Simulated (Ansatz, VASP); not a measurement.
One calculation of AlN, two programs

File POSCAR:

```
AlN
1.0
    3.1135756528      0.0000000000      0.0000000000
   -1.5567878264      2.6964356119      0.0000000000
    0.0000000000      0.0000000000      4.9831268775
Al N
2 2
Direct
    0.3333333333      0.6666666667     -0.0442515433
    0.6666666667      0.3333333333      0.4557484567
    0.3333333333      0.6666666667      0.4262515433
    0.6666666667      0.3333333333      0.9262515433
```

File INCAR.step1:

```
SYSTEM = AlN
  PREC = Accurate
  ENCUT = 520
  ISMEAR = 0
  SIGMA = 0.01
  LREAL = .FALSE.
  LASPH = .TRUE.
  NELM = 80
  NBANDS = 16
  GGA = PE
  ALGO = Normal
  EDIFF = 1E-4
  LWAVE = .TRUE.
  LCHARG = .FALSE.
```

The input INCAR.step2:

```
SYSTEM = AlN
  PREC = Accurate
  ENCUT = 520
  EDIFF = 1E-6
  ISMEAR = 0
  SIGMA = 0.01
  LREAL = .FALSE.
  LASPH = .TRUE.
  NELM = 80
  ALGO = Normal
  ISIF = 2
  LWAVE = .FALSE.
  LCHARG = .TRUE.
  METAGGA = R2SCAN
  LMIXTAU = .TRUE.
  LELF = .TRUE.
  LVHAR = .TRUE.
  NBANDS = 16
  ISTART = 1
```

The input KPOINTS:

```
Automatic mesh
0
G
  9 9 6
  0 0 0
```

Input for Ansatz:

```yaml
crystal:
  lattice:
    - [3.1135756528, 0.0, 0.0]
    - [-1.5567878264, 2.6964356119, 0.0]
    - [0.0, 0.0, 4.9831268775]
  atoms:
    - { symbol: Al, position: [0.3333333333, 0.6666666667, -0.0442515433] }
    - { symbol: Al, position: [0.6666666667, 0.3333333333, 0.4557484567] }
    - { symbol: "N", position: [0.3333333333, 0.6666666667, 0.4262515433] }
    - { symbol: "N", position: [0.6666666667, 0.3333333333, 0.9262515433] }
basis:
  ecutwfc: 500
  xc_grid: 2
kpoints:
  mp_grid: { grid: [9, 9, 6] }
hamiltonian:
  xc: r2scan
  pseudopotentials: { kind: paw, azcp: { folder: soft_1 } }
scf:
  occupations: { method: fixed }
output:
  forces: true
  stress: true
  eigenvalues: true
  polarization: {}
```

Change from the starting cell: polar distortion scaled by 0.25.

Alike in both runs: task single point; functional r2SCAN; k mesh 9 × 9 × 6; no spin polarisation.

```csv
,VASP,Ansatz
version,VASP 6.6.1,Ansatz 0.2.0
potentials or method,"VASP PAW PBE potentials, release 64 (Al, N), cutoff 520 eV","scalar-relativistic, plane waves, PAW"
occupations,"gaussian, width 0.01 eV",fixed
valence electrons in the cell,16,16
```

Ansatz gave:

* gap on the k mesh at the Fermi level (eV): 3.43
* least direct gap on the mesh (eV): 3.43
* pressure (GPa): 6.2
* traceless stress, the component that is largest in VASP (GPa): -18.03
* rms of the force components (eV/Å): 0.499

Question: Which values does VASP return?

Answer: gap on the k mesh at the Fermi level (eV): 3.45; least direct gap on the mesh (eV): 3.45; pressure (GPa): 6.0; traceless stress, the component that is largest in VASP (GPa): -18.30; rms of the force components (eV/Å): 0.507.

VASP's potentials were made for PBE, not for r2SCAN. Atom by atom the forces differ by 0.008 eV/Å (rms over components).
